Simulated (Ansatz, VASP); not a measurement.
## Pd: VASP beside Ansatz

```xyz
1
Lattice="0.0000 1.9465 1.9465 1.9465 0.0000 1.9465 1.9465 1.9465 0.0000" Properties=species:S:1:pos:R:3 pbc="T T T"
Pd    0.0000    0.0000    0.0000
```

Alike in both runs: task single point; functional PBE; k mesh 12 × 12 × 12; occupations fermi-dirac, width 0.15 eV; no spin polarisation.

|  | VASP | Ansatz |
| --- | --- | --- |
| version | VASP 6.6.1 | Ansatz 0.2.0 |
| potentials or method | VASP PAW PBE potentials, release 64 (Pd) | plane waves, PAW |
| plane-wave cutoff (eV) | 500 | 420 |
| valence electrons in the cell | 10 | 18 |

```csv
,VASP,Ansatz,Ansatz less VASP
gap on the k mesh at the Fermi level (eV),none,none,-
pressure (GPa),7.4,7.7,+0.29
```

A gap of «none» marks a metal or a gap that the smearing closes. VASP's potentials hold 10 valence electrons a cell and Ansatz's 18, so a difference there can come from the potentials and not from the codes.
